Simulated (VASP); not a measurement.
# MnGe (P2_13) in VASP: single point with LDA

Aim: the single point of MnGe with LDA.

Everything below comes from runs of VASP 6.6.1. Logs are shortened: lines on timing, memory, paths and dates and some standing lists are left out, and cuts for length are marked.

## 1. The cell of the first run

It takes space group P2_13 (No. 198, cubic). Conventional cell: a = 4.523 Å, b = 4.523 Å, c = 4.523 Å, α = 90.00°, β = 90.00°, γ = 90.00°. Within 3.0 Å of Mn (site symmetry 3) lie 7 Ge at 2.30 to 2.53 Å and 6 Mn at 2.77 Å. Ge (site symmetry 3) has 7 Mn at 2.30 to 2.53 Å and 6 Ge at 2.80 Å within 3.0 Å.

## 2. Single point, LDA, collinear spin, ferromagnetic start

File INCAR:

```
SYSTEM = MnGe
PREC = Accurate
ENCUT = 520
EDIFF = 1E-7
ISMEAR = 0
SIGMA = 0.05
LREAL = .FALSE.
LASPH = .TRUE.
NELM = 150
ALGO = Normal
ISIF = 2
LWAVE = .FALSE.
LCHARG = .FALSE.
ISPIN = 2
MAGMOM = 2.2 2.2 2.2 2.2 0 0 0 0
LORBIT = 11
LMAXMIX = 4
NBANDS = 68
KPAR = 4
```

File KPOINTS:

```
regular mesh
0
G
  8 8 8
  0 0 0
```

File POSCAR:

```
MnGe
1.0
    4.5232968921      0.0000000000      0.0000000000
    0.0000000000      4.5232968921      0.0000000000
    0.0000000000      0.0000000000      4.5232968921
Mn Ge
4 4
Direct
    0.1371426871      0.1371426871      0.1371426871
    0.6371426871      0.3628573129      0.8628573129
    0.8628573129      0.6371426871      0.3628573129
    0.3628573129      0.8628573129      0.6371426871
    0.8434797030      0.8434797030      0.8434797030
    0.3434797030      0.6565202970      0.1565202970
    0.1565202970      0.3434797030      0.6565202970
    0.6565202970      0.1565202970      0.3434797030
```

Potentials or basis: VASP PAW LDA potentials, release 64 (Mn_pv, Ge_d).

Run with:

```
> cat potpaw_LDA.64/Mn_pv/POTCAR potpaw_LDA.64/Ge_d/POTCAR > POTCAR
> mpirun -np 4 vasp_std > vasp.out
```

OUTCAR:

```text
SYSTEM = MnGe
   PREC = Accurate
   ENCUT = 520
   EDIFF = 1E-7
   ISMEAR = 0
   LREAL = .FALSE.
   LASPH = .TRUE.
   NELM = 150
   ISIF = 2
   ISPIN = 2
   LORBIT = 11

 ion  position               nearest neighbor table
   1  0.137  0.137  0.137-   5 2.30   6 2.37   7 2.37   8 2.37   6 2.53   7 2.53   8 2.53   3 2.77
                             4 2.77   2 2.77   4 2.77   3 2.77   2 2.77
   2  0.637  0.363  0.863-   6 2.30   5 2.37   7 2.37   8 2.37   7 2.53   8 2.53   5 2.53   1 2.77
                             3 2.77   3 2.77   4 2.77   4 2.77   1 2.77
   3  0.863  0.637  0.363-   7 2.30   6 2.37   5 2.37   8 2.37   8 2.53   5 2.53   6 2.53   1 2.77
                             2 2.77   2 2.77   1 2.77   4 2.77   4 2.77
   4  0.363  0.863  0.637-   8 2.30   6 2.37   7 2.37   5 2.37   6 2.53   7 2.53   5 2.53   1 2.77
                             1 2.77   2 2.77   2 2.77   3 2.77   3 2.77
   5  0.843  0.843  0.843-   1 2.30   2 2.37   3 2.37   4 2.37   2 2.53   3 2.53   4 2.53   6 2.80
                             7 2.80   8 2.80   8 2.80   7 2.80   6 2.80
   6  0.343  0.657  0.157-   2 2.30   1 2.37   3 2.37   4 2.37   3 2.53   4 2.53   1 2.53   8 2.80
                             5 2.80   7 2.80   7 2.80   8 2.80   5 2.80
   7  0.157  0.343  0.657-   3 2.30   2 2.37   1 2.37   4 2.37   4 2.53   1 2.53   2 2.53   8 2.80
                             5 2.80   6 2.80   5 2.80   6 2.80   8 2.80
   8  0.657  0.157  0.343-   4 2.30   2 2.37   3 2.37   1 2.37   2 2.53   3 2.53   1 2.53   7 2.80
                             5 2.80   5 2.80   6 2.80   6 2.80   7 2.80

  LATTYP: Found a simple cubic cell.
 ALAT       =     4.5232968921

  Lattice vectors:

 A1 = (   4.5232968921,   0.0000000000,   0.0000000000)
 A2 = (   0.0000000000,   4.5232968921,   0.0000000000)
 A3 = (   0.0000000000,   0.0000000000,   4.5232968921)

Analysis of symmetry for initial positions (statically):
=====================================================================
 Subroutine PRICEL returns:
 Original cell was already a primitive cell.

 Routine SETGRP: Setting up the symmetry group for a
 simple cubic supercell.

 Subroutine GETGRP returns: Found 12 space group operations
 (whereof  3 operations were pure point group operations)
 out of a pool of 48 trial point group operations.

The static configuration has the point symmetry C_3 .
 The point group associated with its full space group is T   .

Analysis of symmetry for dynamics (positions and initial velocities):
=====================================================================
 Subroutine PRICEL returns:
 Original cell was already a primitive cell.

 Routine SETGRP: Setting up the symmetry group for a
 simple cubic supercell.

 Subroutine GETGRP returns: Found 12 space group operations
 (whereof  3 operations were pure point group operations)
 out of a pool of 48 trial point group operations.

The dynamic configuration has the point symmetry C_3 .
 The point group associated with its full space group is T   .

Analysis of structural, dynamic, and magnetic symmetry:
=====================================================================
 Subroutine PRICEL returns:
 Original cell was already a primitive cell.

 Routine SETGRP: Setting up the symmetry group for a
 simple cubic supercell.

 Subroutine GETGRP returns: Found 12 space group operations
 (whereof  3 operations were pure point group operations)
 out of a pool of 48 trial point group operations.

The overall configuration has the point symmetry C_3 .
 The point group associated with its full space group is T   .

 Subroutine INISYM returns: Found 12 space group operations
 (whereof  3 operations are pure point group operations),
 and found     1 'primitive' translations

----------------------------------------------------------------------------------------

                                     Primitive cell

  volume of cell :      92.5476

  direct lattice vectors                    reciprocal lattice vectors
     4.523296892  0.000000000  0.000000000     0.221077684  0.000000000  0.000000000
     0.000000000  4.523296892  0.000000000     0.000000000  0.221077684  0.000000000
     0.000000000  0.000000000  4.523296892     0.000000000  0.000000000  0.221077684

  length of vectors
     4.523296892  4.523296892  4.523296892     0.221077684  0.221077684  0.221077684

  position of ions in fractional coordinates (direct lattice)
     0.137142687  0.137142687  0.137142687
     0.637142687  0.362857313  0.862857313
     0.862857313  0.637142687  0.362857313
     0.362857313  0.862857313  0.637142687
     0.843479703  0.843479703  0.843479703
     0.343479703  0.656520297  0.156520297
     0.156520297  0.343479703  0.656520297
     0.656520297  0.156520297  0.343479703

  ion indices of the primitive-cell ions
   primitive index   ion index
                 1           1
                 2           2
                 3           3
                 4           4
                 5           5
                 6           6
                 7           7
                 8           8

----------------------------------------------------------------------------------------

 KPOINTS: regular mesh

Automatic generation of k-mesh.
 Grid dimensions read from file:
 generate k-points for:    8    8    8

 Generating k-lattice:

  Cartesian coordinates                     Fractional coordinates (reciprocal lattice)
     0.027634710  0.000000000  0.000000000     0.125000000  0.000000000  0.000000000
     0.000000000  0.027634710  0.000000000     0.000000000  0.125000000  0.000000000
     0.000000000  0.000000000  0.027634710     0.000000000  0.000000000  0.125000000

  Length of vectors
     0.027634710  0.027634710  0.027634710

  Shift w.r.t. Gamma in fractional coordinates (k-lattice)
     0.000000000  0.000000000  0.000000000

 Subroutine IBZKPT returns following result:
 ===========================================

 Found     45 irreducible k-points:

 Following reciprocal coordinates:
            Coordinates               Weight
  0.000000  0.000000  0.000000      1.000000
  0.125000  0.000000  0.000000      6.000000
  0.250000  0.000000  0.000000      6.000000
  0.375000  0.000000  0.000000      6.000000
  0.500000  0.000000  0.000000      3.000000
  0.125000  0.125000  0.000000     12.000000
[... 16 lines left out ...]
  0.250000  0.125000  0.125000     24.000000
  0.375000  0.125000  0.125000     24.000000
 [... further k-points ...]
   k-points           NKPTS =     45   k-points in BZ     NKDIM =     45   number of bands    NBANDS=     68
   number of dos      NEDOS =    301   number of ions     NIONS =      8
   total plane-waves  NPLWV =  46656
   dimension x,y,z NGX =    36 NGY =   36 NGZ =   36
   dimension x,y,z NGXF=    72 NGYF=   72 NGZF=   72
   ions per type =               4   4
   NGX,Y,Z   is equivalent  to a cutoff of  13.23, 13.23, 13.23 a.u.
   NGXF,Y,Z  is equivalent  to a cutoff of  26.46, 26.46, 26.46 a.u.
 SYSTEM =  MnGe
   PREC   = accura    normal or accurate (medium, high low for compatibility)
   ISTART =      0    job   : 0-new  1-cont  2-samecut
   ICHARG =      2    charge: 1-file 2-atom 10-const
   ISPIN  =      2    spin polarized calculation?
   LNONCOLLINEAR =      F non collinear calculations
   LSORBIT =      F    spin-orbit coupling
   LASPH  =      T    aspherical Exc in radial PAW
   ENCUT  =  520.0 eV  38.22 Ry    6.18 a.u.   8.41  8.41  8.41*2*pi/ulx,y,z
   NELM   =    150;   NELMIN=  2; NELMDL= -5     # of ELM steps
   EDIFF  = 0.1E-06   stopping-criterion for ELM
   LREAL  =      F    real-space projection
   EDIFFG = 0.1E-05   stopping-criterion for IOM
   NSW    =      0    number of steps for IOM
   IBRION =     -1    ionic relax: 0-MD 1-quasi-New 2-CG
   NFREE  =      0    steps in history (QN), initial steepest desc. (CG)
   ISIF   =      2    stress and relaxation
   ISYM   =      2    0-nonsym 1-usesym 2-fastsym
   POTIM  = 0.5000    time-step for ionic-motion
   TEBEG  =    0.0;   TEEND  =   0.0 temperature during run
   PSTRESS=    0.0 pullay stress
   NELECT =     108.0000    total number of electrons
   NUPDOWN=      -1.0000    fix difference up-down
   EMIN   =  10.00;   EMAX   =-10.00  energy-range for DOS
   EFERMI =   0.00;   METHOD = LEGACY
   ISMEAR =     0;   SIGMA  =   0.05  broadening in eV -4-tet -1-fermi 0-gaus
   EFERMI_NEDOS =   21; number of points for ismear=-14 and -15
   IALGO  =     38    algorithm
   IMIX   =      4    mixing-type and parameters
     AMIX     =   0.40;   BMIX     =  1.00
     AMIX_MAG =   1.60;   BMIX_MAG =  1.00
  volume/ion in A,a.u.               =      11.57        78.07
  Fermi-wavevector in a.u.,A,eV,Ry     =   1.723565  3.257065 40.418503  2.970676
  Thomas-Fermi vector in A             =   2.799418
   LORBIT       =     11    0 simple, 1 ext, 2 COOP (PROOUT), +10 PAW based schemes
   GGA     = CA    functional components
   LHFCALC =     F    Hartree Fock is set to
   AEXX    =    0.0000 exact exchange contribution
   IVDW    =     0    specifies the selected vdW correction
   LEPSILON=     F    determine dielectric tensor
   LRPA    =     F    only Hartree local field effects (RPA)
 spin polarized calculation
 Gauss-broadening in eV      SIGMA  =   0.05
  energy-cutoff  :      520.00
  volume of cell :       92.55
 maximum number of plane-waves:      2517
 NGX is ok and might be reduce to    36
   NGX = 17   NGY = 17   NGZ = 17

 number of electron     108.0000070 magnetization       3.3382198

 Free energy of the ion-electron system (eV)
  ---------------------------------------------------
  ext. energy  EPLUGINS =         0.00000000
  ---------------------------------------------------
  free energy    TOTEN  =       -62.35506799 eV

  energy without entropy =      -62.34635929  energy(sigma->0) =      -62.35071364

 E-fermi :  10.8825     XC(G=0): -14.0757

 val. band max:       10.8794982666   @ k =   0.5000   0.5000   0.3750
 cond. band min:      10.8825613792   @ k =   0.2500   0.2500   0.1250
 fundamental gap:      0.0030631126
 Fermi energy:        10.8825148414

 spin component 1

 k-point     1 :       0.0000    0.0000    0.0000
  band No.  band energies     occupation
      1     -36.9695      1.00000
      2     -36.9695      1.00000
      3     -36.9695      1.00000
      4     -36.9253      1.00000
      5     -36.9253      1.00000
      6     -36.9253      1.00000
[... 1645 lines left out ...]
     65      15.2809      0.00000
     66      16.1666      0.00000

 [... further k-points ...]

 spin component 2

 k-point     1 :       0.0000    0.0000    0.0000
  band No.  band energies     occupation
      1     -36.2219      1.00000
      2     -36.2219      1.00000
      3     -36.2219      1.00000
      4     -36.1306      1.00000
      5     -36.0466      1.00000
      6     -36.0466      1.00000
[... 1645 lines left out ...]
     65      15.6573      0.00000
     66      16.4748      0.00000

 [... further k-points ...]

 [bands above 66 left out]

------------------------ aborting loop because EDIFF is reached ----------------------------------------

  FORCE on cell =-STRESS in cart. coord.  units (eV):
  Direction    XX          YY          ZZ          XY          YZ          ZX
  --------------------------------------------------------------------------------------
  -------------------------------------------------------------------------------------
  Total        6.0260339      6.0260339      6.0260339      0.0000000      0.0000000      0.0000000
  in kB      104.3222316    104.3222316    104.3222316      0.0000000      0.0000000      0.0000000
  external PRESSURE =     104.3222316 kB  Pullay stress =       0.0000000 kB

 VOLUME and BASIS-vectors are now :
 -----------------------------------------------------------------------------
  energy-cutoff  :      520.00
  volume of cell :       92.55
      direct lattice vectors                 reciprocal lattice vectors
     4.523296892  0.000000000  0.000000000     0.221077684  0.000000000  0.000000000
     0.000000000  4.523296892  0.000000000     0.000000000  0.221077684  0.000000000
     0.000000000  0.000000000  4.523296892     0.000000000  0.000000000  0.221077684

 POSITION                                       TOTAL-FORCE (eV/Angst)
 -----------------------------------------------------------------------------------
      0.62034      0.62034      0.62034         0.015030      0.015030      0.015030
      2.88199      1.64131      3.90296         0.015030     -0.015030     -0.015030
      3.90296      2.88199      1.64131        -0.015030      0.015030     -0.015030
      1.64131      3.90296      2.88199        -0.015030     -0.015030      0.015030
      3.81531      3.81531      3.81531         0.010860      0.010860      0.010860
      1.55366      2.96964      0.70799         0.010860     -0.010860     -0.010860
      0.70799      1.55366      2.96964        -0.010860      0.010860     -0.010860
      2.96964      0.70799      1.55366        -0.010860     -0.010860      0.010860
 -----------------------------------------------------------------------------------
    total drift:                               -0.000000     -0.000000      0.000000

  FREE ENERGIE OF THE ION-ELECTRON SYSTEM (eV)
  ---------------------------------------------------
  free  energy   TOTEN  =       -62.3550679909 eV

  energy  without entropy=      -62.3463592943  energy(sigma->0) =      -62.35071364

 total charge

# of ion       s       p       d       tot
------------------------------------------
    1        0.327   6.374   5.371  12.072
    2        0.327   6.374   5.371  12.072
    3        0.327   6.374   5.371  12.072
    4        0.327   6.374   5.371  12.072
    5        1.133   1.399  10.165  12.698
    6        1.133   1.399  10.165  12.698
    7        1.133   1.399  10.165  12.698
    8        1.133   1.399  10.165  12.698
--------------------------------------------------
tot          5.842  31.093  62.144  99.078

 magnetization (x)

# of ion       s       p       d       tot
------------------------------------------
    1       -0.000   0.003   0.863   0.866
    2       -0.000   0.003   0.863   0.866
    3       -0.000   0.003   0.863   0.866
    4       -0.000   0.003   0.863   0.866
    5       -0.009  -0.034   0.009  -0.034
    6       -0.009  -0.034   0.009  -0.034
    7       -0.009  -0.034   0.009  -0.034
    8       -0.009  -0.034   0.009  -0.034
--------------------------------------------------
tot         -0.037  -0.126   3.489   3.326
```

It took 2.6 min on 4 MPI ranks of AMD EPYC 7R13 (Zen 3), shared host; peak memory 0.44 GiB.

What came out:

```
Free energy                                           : -62.3551 eV
Pressure                                              : 10.4 GPa
Largest force                                         : 0.026 eV/Å
Net moment                                            : 3.34 μB per cell
Site moments                                          : Mn +0.87; Ge -0.03 μB
Valence electrons inside the program's atomic spheres : Mn 12.07; Ge 12.70
```

Forces in eV/Å, atoms in the order of the input:
```
Mn   0.015  0.015  0.015
Mn   0.015 -0.015 -0.015
Mn  -0.015  0.015 -0.015
Mn  -0.015 -0.015  0.015
Ge   0.011  0.011  0.011
Ge   0.011 -0.011 -0.011
Ge  -0.011  0.011 -0.011
Ge  -0.011 -0.011  0.011
```

Levels at points of the mesh, in eV from the Fermi level:
Spin up:
| k point | band 54 | band 55 | band 56 | band 57 | band 58 | band 59 |
| --- | --- | --- | --- | --- | --- | --- |
| (0.00, 0.00, 0.00) | -0.18 | -0.15 | -0.15 | 0.73 | 0.73 | 0.73 |
| (0.50, 0.00, 0.00) | -0.44 | 0.05 | 0.05 | 0.28 | 0.28 | 1.93 |
| (0.50, 0.50, 0.00) | -0.96 | -0.40 | -0.40 | 0.78 | 0.78 | 1.19 |
| (0.50, 0.50, 0.50) | -0.50 | -0.50 | -0.50 | 0.54 | 0.54 | 0.54 |
Spin down:
```
           k point  band 49  band 50  band 51  band 52  band 53  band 54  band 55  band 56
(0.00, 0.00, 0.00)    -1.34    -1.34    -1.34     0.54     0.54     0.54     0.75     0.75
(0.50, 0.00, 0.00)    -1.31    -1.31    -0.51    -0.51     0.41     0.41     0.76     0.76
(0.50, 0.50, 0.00)    -0.74    -0.74    -0.52    -0.52    -0.35    -0.35     0.42     0.42
(0.50, 0.50, 0.50)    -0.02    -0.02    -0.02    -0.02     0.18     0.18     0.18     0.18
```

Caveat: the cell stands under pressure.
